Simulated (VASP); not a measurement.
# Sr (Fm-3m) in VASP: notebook, part 2 of 3

VASP 6.6.1.

## Step 4: Single point, PBEsol

File INCAR:

```
ALGO = Normal
EDIFF = 1E-6
ENCUT = 520
GGA = PS
ISIF = 2
ISMEAR = -1
LASPH = True
LCHARG = False
LREAL = False
LWAVE = False
NBANDS = 11
NELM = 80
PREC = Accurate
SIGMA = 0.05
```

File KPOINTS:

```
k-points
0
Gamma
  8 8 8
```

File POSCAR:

```
Sr
1.0
    0.0000000000      3.0624986004      3.0624986004
    3.0624986004      0.0000000000      3.0624986004
    3.0624986004      3.0624986004      0.0000000000
Sr
1
Direct
    0.0000000000      0.0000000000      0.0000000000
```

Potentials or basis: VASP PAW PBE potentials, release 64 (Sr_sv).

Run with:

```
cat potpaw_PBE.64/Sr_sv/POTCAR > POTCAR
mpirun -np 1 vasp_std > vasp.out
```

OUTCAR:

```text
EDIFF = 1E-6
   ENCUT = 520
   GGA = PS
   ISIF = 2
   ISMEAR = -1
   LASPH = True
   LREAL = False
   NELM = 80
   PREC = Accurate

 ion  position               nearest neighbor table
   1  0.000  0.000  0.000-

  LATTYP: Found a face centered cubic cell.
 ALAT       =     6.1249972008

  Lattice vectors:

 A1 = (   0.0000000000,   3.0624986004,   3.0624986004)
 A2 = (   3.0624986004,   0.0000000000,   3.0624986004)
 A3 = (   3.0624986004,   3.0624986004,   0.0000000000)

Analysis of symmetry for initial positions (statically):
=====================================================================
 Subroutine PRICEL returns:
 Original cell was already a primitive cell.

 Routine SETGRP: Setting up the symmetry group for a
 face centered cubic supercell.

 Subroutine GETGRP returns: Found 48 space group operations
 (whereof 48 operations were pure point group operations)
 out of a pool of 48 trial point group operations.

The static configuration has the point symmetry O_h .

Analysis of symmetry for dynamics (positions and initial velocities):
=====================================================================
 Subroutine PRICEL returns:
 Original cell was already a primitive cell.

 Routine SETGRP: Setting up the symmetry group for a
 face centered cubic supercell.

 Subroutine GETGRP returns: Found 48 space group operations
 (whereof 48 operations were pure point group operations)
 out of a pool of 48 trial point group operations.

The dynamic configuration has the point symmetry O_h .

 Subroutine INISYM returns: Found 48 space group operations
 (whereof 48 operations are pure point group operations),
 and found     1 'primitive' translations

----------------------------------------------------------------------------------------

                                     Primitive cell

  volume of cell :      57.4457

  direct lattice vectors                    reciprocal lattice vectors
     0.000000000  3.062498600  3.062498600    -0.163265381  0.163265381  0.163265381
     3.062498600  0.000000000  3.062498600     0.163265381 -0.163265381  0.163265381
     3.062498600  3.062498600  0.000000000     0.163265381  0.163265381 -0.163265381

  length of vectors
     4.331027055  4.331027055  4.331027055     0.282783935  0.282783935  0.282783935

  position of ions in fractional coordinates (direct lattice)
     0.000000000  0.000000000  0.000000000

  ion indices of the primitive-cell ions
   primitive index   ion index
                 1           1

----------------------------------------------------------------------------------------

 KPOINTS: k-points

Automatic generation of k-mesh.
 Grid dimensions read from file:
 generate k-points for:    8    8    8

 Generating k-lattice:

  Cartesian coordinates                     Fractional coordinates (reciprocal lattice)
    -0.020408173  0.020408173  0.020408173     0.125000000  0.000000000  0.000000000
     0.020408173 -0.020408173  0.020408173     0.000000000  0.125000000  0.000000000
     0.020408173  0.020408173 -0.020408173     0.000000000  0.000000000  0.125000000

  Length of vectors
     0.035347992  0.035347992  0.035347992

  Shift w.r.t. Gamma in fractional coordinates (k-lattice)
     0.000000000  0.000000000  0.000000000

 Subroutine IBZKPT returns following result:
 ===========================================

 Found     29 irreducible k-points:

 Following reciprocal coordinates:
            Coordinates               Weight
  0.000000  0.000000  0.000000      1.000000
  0.125000  0.000000  0.000000      8.000000
  0.250000  0.000000  0.000000      8.000000
  0.375000  0.000000  0.000000      8.000000
  0.500000  0.000000  0.000000      4.000000
  0.125000  0.125000  0.000000      6.000000
[... 16 lines left out ...]
  0.500000  0.250000  0.125000     48.000000
 -0.375000  0.250000  0.125000     24.000000
 [... further k-points ...]
   k-points           NKPTS =     29   k-points in BZ     NKDIM =     29   number of bands    NBANDS=     11
   number of dos      NEDOS =    301   number of ions     NIONS =      1
   total plane-waves  NPLWV =  32768
   dimension x,y,z NGX =    32 NGY =   32 NGZ =   32
   dimension x,y,z NGXF=    64 NGYF=   64 NGZF=   64
   ions per type =               1
   NGX,Y,Z   is equivalent  to a cutoff of  12.28, 12.28, 12.28 a.u.
   NGXF,Y,Z  is equivalent  to a cutoff of  24.57, 24.57, 24.57 a.u.
 SYSTEM =  unknown system
   PREC   = accura    normal or accurate (medium, high low for compatibility)
   ISTART =      0    job   : 0-new  1-cont  2-samecut
   ICHARG =      2    charge: 1-file 2-atom 10-const
   ISPIN  =      1    spin polarized calculation?
   LNONCOLLINEAR =      F non collinear calculations
   LSORBIT =      F    spin-orbit coupling
   LASPH  =      T    aspherical Exc in radial PAW
   ENCUT  =  520.0 eV  38.22 Ry    6.18 a.u.   8.05  8.05  8.05*2*pi/ulx,y,z
   NELM   =     80;   NELMIN=  2; NELMDL= -5     # of ELM steps
   EDIFF  = 0.1E-05   stopping-criterion for ELM
   LREAL  =      F    real-space projection
   EDIFFG = 0.1E-04   stopping-criterion for IOM
   NSW    =      0    number of steps for IOM
   IBRION =     -1    ionic relax: 0-MD 1-quasi-New 2-CG
   NFREE  =      0    steps in history (QN), initial steepest desc. (CG)
   ISIF   =      2    stress and relaxation
   ISYM   =      2    0-nonsym 1-usesym 2-fastsym
   POTIM  = 0.5000    time-step for ionic-motion
   TEBEG  =    0.0;   TEEND  =   0.0 temperature during run
   PSTRESS=    0.0 pullay stress
   NELECT =      10.0000    total number of electrons
   NUPDOWN=      -1.0000    fix difference up-down
   EMIN   =  10.00;   EMAX   =-10.00  energy-range for DOS
   EFERMI =   0.00;   METHOD = LEGACY
   ISMEAR =    -1;   SIGMA  =   0.05  broadening in eV -4-tet -1-fermi 0-gaus
   EFERMI_NEDOS =   21; number of points for ismear=-14 and -15
   IALGO  =     38    algorithm
   IMIX   =      4    mixing-type and parameters
     AMIX     =   0.40;   BMIX     =  1.00
     AMIX_MAG =   1.60;   BMIX_MAG =  1.00
  volume/ion in A,a.u.               =      57.45       387.66
  Fermi-wavevector in a.u.,A,eV,Ry     =   0.914090  1.727380 11.368490  0.835560
  Thomas-Fermi vector in A             =   2.038677
   LORBIT       =      0    0 simple, 1 ext, 2 COOP (PROOUT), +10 PAW based schemes
   GGA     = PS    functional components
   LHFCALC =     F    Hartree Fock is set to
   AEXX    =    0.0000 exact exchange contribution
   IVDW    =     0    specifies the selected vdW correction
   LEPSILON=     F    determine dielectric tensor
   LRPA    =     F    only Hartree local field effects (RPA)
 non-spin polarized calculation
  energy-cutoff  :      520.00
  volume of cell :       57.45
 maximum number of plane-waves:      1572
   NGX = 17   NGY = 17   NGZ = 17

 number of electron      10.0000000 magnetization

 Free energy of the ion-electron system (eV)
  ---------------------------------------------------
  ext. energy  EPLUGINS =         0.00000000
  ---------------------------------------------------
  free energy    TOTEN  =        -1.82900326 eV

  energy without entropy =       -1.81994312  energy(sigma->0) =       -1.82447319

 E-fermi :   1.3273     XC(G=0):  -7.2980

 val. band max:        1.2870049720   @ k =  -0.3750   0.3750   0.0000
 cond. band min:       1.3588535132   @ k =  -0.3750   0.2500   0.1250
 fundamental gap:      0.0718485412
 Fermi energy:         1.3273266130

 k-point     1 :       0.0000    0.0000    0.0000
  band No.  band energies     occupation
      1     -35.2757      2.00000
      2     -17.1833      2.00000
      3     -17.1833      2.00000
      4     -17.1833      2.00000
      5      -2.2389      2.00000
      6       3.6364      0.00000
      7       3.6364      0.00000
      8       3.6364      0.00000
      9       5.0413      0.00000
     10       5.0413      0.00000
     11       8.3356      0.00000

 k-point     2 :       0.1250    0.0000    0.0000
  band No.  band energies     occupation
      1     -35.2741      2.00000
      2     -17.2086      2.00000
      3     -17.1867      2.00000
      4     -17.1867      2.00000
      5      -1.9991      2.00000
      6       3.2875      0.00000
      7       3.7387      0.00000
      8       3.7387      0.00000
      9       4.9169      0.00000
     10       4.9169      0.00000
     11       8.8698      0.00000
[... 295 lines left out ...]
 k-point    24 :      -0.3750    0.2500    0.1250
  band No.  band energies     occupation
      1     -35.2625      2.00000
      2     -17.3293      2.00000
      3     -17.2508      2.00000
      4     -17.2209      2.00000
      5       0.8856      1.99971
      6       1.3589      0.69478
      7       2.6726      0.00000
      8       3.9275      0.00000
      9       5.5001      0.00000
     10       6.2805      0.00000
     11       6.3620      0.00000

 [... further k-points ...]
[... 5 lines left out ...]
  --------------------------------------------------------------------------------------
  -------------------------------------------------------------------------------------
  Total       -0.3816341     -0.3816341     -0.3816341     -0.0000000      0.0000000      0.0000000
  in kB      -10.6438816    -10.6438816    -10.6438816     -0.0000000      0.0000000      0.0000000
  external PRESSURE =     -10.6438816 kB  Pullay stress =       0.0000000 kB

 VOLUME and BASIS-vectors are now :
 -----------------------------------------------------------------------------
  energy-cutoff  :      520.00
  volume of cell :       57.45
      direct lattice vectors                 reciprocal lattice vectors
     0.000000000  3.062498600  3.062498600    -0.163265381  0.163265381  0.163265381
     3.062498600  0.000000000  3.062498600     0.163265381 -0.163265381  0.163265381
     3.062498600  3.062498600  0.000000000     0.163265381  0.163265381 -0.163265381

 POSITION                                       TOTAL-FORCE (eV/Angst)
 -----------------------------------------------------------------------------------
      0.00000      0.00000      0.00000         0.000000      0.000000      0.000000
 -----------------------------------------------------------------------------------
    total drift:                                0.000000      0.000000      0.000000

  FREE ENERGIE OF THE ION-ELECTRON SYSTEM (eV)
  ---------------------------------------------------
  free  energy   TOTEN  =        -1.8290032573 eV

  energy  without entropy=       -1.8199431250  energy(sigma->0) =       -1.82447319
```

stdout:

```text
POSCAR found type information on POSCAR Sr
 POSCAR found :  1 types and       1 ions
 scaLAPACK will be used
 -----------------------------------------------------------------------------
|                                                                             |
|                                                                             |
|     You enforced a specific xc type in the INCAR file but a different       |
|     I HOPE YOU KNOW WHAT YOU ARE DOING!                                     |
|                                                                             |
 -----------------------------------------------------------------------------

 LDA part: xc-table for (Slater+PW92), standard interpolation
 POSCAR, INCAR and KPOINTS ok, starting setup
 FFT: planning ... GRIDC
 FFT: planning ... GRID_SOFT
 FFT: planning ... GRID
 WAVECAR not read
 entering main loop
```

It took 11 s on 1 thread of AMD EPYC 7R13 (Zen 3), shared host; peak memory 0.15 GiB.

What came out:

```yaml
Free_energy: -1.8290 eV
Pressure: -1.1 GPa
Band_gap_on_the_k_mesh: zero (band 5 reaches 1.45 eV, above the bottom of band 6 at 1.36 eV)
```

Levels at points of the mesh, in eV from the Fermi level:
```tsv
k point	band 3	band 4	band 5	band 6	band 7	band 8
(0.00, 0.00, 0.00)	-18.51	-18.51	-3.57	2.31	2.31	2.31
(0.50, 0.00, 0.00)	-18.53	-18.53	-1.09	0.05	2.16	2.16
(0.50, 0.50, 0.00)	-18.57	-18.57	-0.57	0.40	0.99	4.72
```

Caveat: the PAW data sets were made with another functional, which shifts forces and pressure a little.

## Step 5: Single point, LDA

This run uses another cell than the first one, of 58.57 Å³/atom, 1.020 times its volume.

File INCAR:

```
PREC = Accurate
ENCUT = 520
EDIFF = 1E-6
ISMEAR = -1
SIGMA = 0.05
LREAL = F
LASPH = T
NELM = 100
ALGO = Fast
ISIF = 2
LWAVE = F
LCHARG = T
GGA = CA
LELF = T
LVHAR = T
NBANDS = 11
```

File KPOINTS:

```
regular mesh
0
Gamma
  8 8 8
```

File POSCAR:

```
Sr
1.0
    0.0000000000      3.0823855122      3.0823855122
    3.0823855122      0.0000000000      3.0823855122
    3.0823855122      3.0823855122      0.0000000000
Sr
1
Direct
    0.0000000000      0.0000000000      0.0000000000
```

Potentials or basis: VASP PAW LDA potentials, release 64 (Sr_sv).

Run with:

```
cat potpaw_LDA.64/Sr_sv/POTCAR > POTCAR
mpirun -np 1 vasp_std > vasp.out
```

It took 13 s on 1 thread of AMD EPYC 7R13 (Zen 3), shared host; peak memory 0.13 GiB.

The run converged. Its results:

```
Free energy            : -1.8378 eV
Pressure               : -1.9 GPa
Band gap on the k mesh : zero (band 5 reaches 1.32 eV, above the bottom of band 6 at 1.24 eV)
```

Levels at points of the mesh, in eV from the Fermi level:
```tsv
k point	band 2	band 3	band 4	band 5	band 6	band 7	band 8	band 9
(0.00, 0.00, 0.00)	-18.57	-18.57	-18.57	-3.55	2.18	2.18	2.18	3.53
(0.50, 0.00, 0.00)	-18.73	-18.59	-18.59	-1.13	0.07	2.05	2.05	4.50
(0.50, 0.50, 0.00)	-18.72	-18.63	-18.63	-0.59	0.35	0.98	4.50	4.77
```

(Continued in part 3 of 3.)
